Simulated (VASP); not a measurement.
# Hf (P6_3/mmc) in VASP: further runs, part 2 of 2

VASP 6.6.1. Earlier steps stand in the parts before.

**4. Single point, PBE (strained)**

Input file INCAR:

```
ALGO = Normal ; EDIFF = 1E-7
ENCUT = 520 ; GGA = PE
ISIF = 2 ; ISMEAR = 0
LASPH = T ; LCHARG = F
LREAL = F ; LWAVE = F
NBANDS = 17 ; NELM = 60
PREC = Accurate ; SIGMA = 0.1
```

Input file KPOINTS:

```
k-points
0
Gamma
  15 15 8
```

Input file POSCAR:

```
Hf
1.0
    3.3292975790      0.0000000000      0.0000000000
   -1.6646487895      2.8832562802      0.0000000000
    0.0000000000      0.0000000000      4.9641295440
Hf
2
Direct
    0.3333333333      0.6666666667      0.2500000000
    0.6666666667      0.3333333333      0.7500000000
```

Potentials or basis: VASP PAW PBE potentials, release 64 (Hf_pv).

Started as:

```console
$ cat potpaw_PBE.64/Hf_pv/POTCAR > POTCAR
$ mpirun -np 1 vasp_std > vasp.out
```

OUTCAR:

```text
EDIFF = 1E-7
   ENCUT = 520
   GGA = PE
   ISIF = 2
   ISMEAR = 0
   LASPH = T
   LREAL = F
   NELM = 60
   PREC = Accurate

 ion  position               nearest neighbor table
   1  0.333  0.667  0.250-   2 3.14   2 3.14   2 3.14   2 3.14   2 3.14   2 3.14
   2  0.667  0.333  0.750-   1 3.14   1 3.14   1 3.14   1 3.14   1 3.14   1 3.14

  LATTYP: Found a hexagonal cell.
 ALAT       =     3.3292975790
 C/A-ratio  =     1.4910441095

  Lattice vectors:

 A1 = (   3.3292975790,   0.0000000000,   0.0000000000)
 A2 = (  -1.6646487895,   2.8832562802,   0.0000000000)
 A3 = (   0.0000000000,   0.0000000000,   4.9641295440)

Analysis of symmetry for initial positions (statically):
=====================================================================
 Subroutine PRICEL returns:
 Original cell was already a primitive cell.

 Routine SETGRP: Setting up the symmetry group for a
 hexagonal supercell.

 Subroutine GETGRP returns: Found 24 space group operations
 (whereof 12 operations were pure point group operations)
[... 163 lines left out ...]
  free energy    TOTEN  =       -19.76767675 eV

  energy without entropy =      -19.76100683  energy(sigma->0) =      -19.76434179

 E-fermi :   4.5183     XC(G=0): -10.9971

 val. band max:        4.4793295599   @ k =   0.0667   0.0667   0.5000
 cond. band min:       4.5442830713   @ k =   0.2667   0.2000   0.3750
 fundamental gap:      0.0649535113
 Fermi energy:         4.5183201933

 k-point     1 :       0.0000    0.0000    0.0000
  band No.  band energies     occupation
      1     -26.7153      2.00000
      2     -26.1091      2.00000
      3     -26.1091      2.00000
      4     -25.9677      2.00000
      5     -25.9677      2.00000
      6     -25.9278      2.00000
[... 457 lines left out ...]
      4     -26.2899      2.00000
      5     -26.1946      2.00000
      6     -26.0974      2.00000
[... 9 lines left out ...]
     16      10.0774      0.00000
     17      10.2569      0.00000

 [... further k-points ...]

------------------------ aborting loop because EDIFF is reached ----------------------------------------

  FORCE on cell =-STRESS in cart. coord.  units (eV):
  Direction    XX          YY          ZZ          XY          YZ          ZX
  --------------------------------------------------------------------------------------
  -------------------------------------------------------------------------------------
  Total       -2.2737517     -2.2737517     -0.4902242     -0.0000000      0.0000000      0.0000000
  in kB      -76.4495010    -76.4495010    -16.4826227     -0.0000000      0.0000000      0.0000000
  external PRESSURE =     -56.4605416 kB  Pullay stress =       0.0000000 kB

 VOLUME and BASIS-vectors are now :
 -----------------------------------------------------------------------------
  energy-cutoff  :      520.00
  volume of cell :       47.65
      direct lattice vectors                 reciprocal lattice vectors
     3.329297579  0.000000000  0.000000000     0.300363658  0.173415039  0.000000000
    -1.664648789  2.883256280  0.000000000     0.000000000  0.346830078  0.000000000
     0.000000000  0.000000000  4.964129544     0.000000000  0.000000000  0.201445186

 POSITION                                       TOTAL-FORCE (eV/Angst)
 -----------------------------------------------------------------------------------
     -0.00000      1.92217      1.24103        -0.000000      0.000000      0.000000
      1.66465      0.96109      3.72310         0.000000     -0.000000      0.000000
 -----------------------------------------------------------------------------------
    total drift:                               -0.000000      0.000000     -0.000000

  FREE ENERGIE OF THE ION-ELECTRON SYSTEM (eV)
  ---------------------------------------------------
  free  energy   TOTEN  =       -19.7676767526 eV

  energy  without entropy=      -19.7610068343  energy(sigma->0) =      -19.76434179
```

stdout:

```text
POSCAR found type information on POSCAR Hf
 POSCAR found :  1 types and       2 ions
 scaLAPACK will be used
 LDA part: xc-table for (Slater+PW92), standard interpolation
 POSCAR, INCAR and KPOINTS ok, starting setup
 FFT: planning ... GRIDC
 FFT: planning ... GRID_SOFT
 FFT: planning ... GRID
 WAVECAR not read
 entering main loop
```

Wall time 41 s (1 thread of Intel Xeon 6975P-C (Granite Rapids), shared host); peak memory 0.23 GiB.

Results:

* Free energy: -19.7677 eV
* Pressure: -5.6 GPa
* Band gap on the k mesh: zero (band 10 reaches 5.52 eV, above the bottom of band 11 at 4.07 eV)

Caveat: the cell differs from its parent crystal (strained); spin-orbit coupling is left out, which moves the levels of the heavy elements.

**5. Single point, PBE (strained)**

Input file INCAR:

```
PREC = Accurate ; ENCUT = 520
EDIFF = 1E-6 ; ISMEAR = 0
SIGMA = 0.1 ; LREAL = False
LASPH = True ; NELM = 60
ALGO = Normal ; ISIF = 2
LWAVE = False ; LCHARG = False
GGA = PE ; NBANDS = 17
```

Input file KPOINTS:

```
regular mesh
0
Gamma
  15 15 8
```

Input file POSCAR:

```
Hf
1.0
    3.1764953895      0.0000000000      0.0000000000
   -1.5882476948      2.7509257023      0.0000000000
    0.0000000000      0.0000000000      5.4810367040
Hf
2
Direct
    0.3333333333      0.6666666667      0.2500000000
    0.6666666667      0.3333333333      0.7500000000
```

Started as:

```console
$ cat potpaw_PBE.64/Hf_pv/POTCAR > POTCAR
$ mpirun -np 1 vasp_std > vasp.out
```

Run time: 26 s. Hardware: 1 thread of Intel Xeon 6975P-C (Granite Rapids), shared host; peak memory 0.22 GiB.

It converged, with:

```
Free energy            : -19.7071 eV
Pressure               : -6.2 GPa
Band gap on the k mesh : zero (band 10 reaches 5.10 eV, above the bottom of band 11 at 4.16 eV)
```

Stress tensor (GPa, compression positive):
```
 -2.96   0.00   0.00
  0.00  -2.96   0.00
  0.00   0.00 -12.55
```

Levels at points of the mesh, in eV from the Fermi level:
```
           k point  band 8  band 9  band 10  band 11  band 12  band 13
(0.00, 0.00, 0.00)   -3.79   -0.19     0.65     1.32     1.32     1.87
(0.00, 0.00, 0.50)   -5.51   -0.24    -0.24     1.34     1.34     1.34
```

Caveat: the cell differs from its parent crystal (strained); spin-orbit coupling is left out, which moves the levels of the heavy elements.

**6. The runs side by side**

| cell | k mesh | gap on the mesh (eV) | pressure (GPa) |
| --- | --- | --- | --- |
| a = 3.270, b = 3.270, c = 5.158 Å, angles 90.0, 90.0, 120.0°, 2 atoms | 18 × 18 × 8 | none | -6.0 |
| a = 3.137, b = 3.137, c = 4.971 Å, angles 90.0, 90.0, 120.0°, 2 atoms | 18 × 18 × 8 | none | 6.9 |
| a = 3.329, b = 3.329, c = 4.964 Å, angles 90.0, 90.0, 120.0°, 2 atoms | 15 × 15 × 8 | none | -5.6 |
| a = 3.176, b = 3.176, c = 5.481 Å, angles 90.0, 90.0, 120.0°, 2 atoms | 15 × 15 × 8 | none | -6.2 |

Alike in all rows: task single point; level PBE; potentials or basis VASP PAW PBE potentials, release 64 (Hf_pv); no spin polarisation; cutoff (eV) 520; smearing gaussian 0.1 eV.

Caveats: spin-orbit coupling is left out, which moves the levels of the heavy elements.

Total energies depend on the potentials used, so only differences within one code and one set of settings carry meaning.
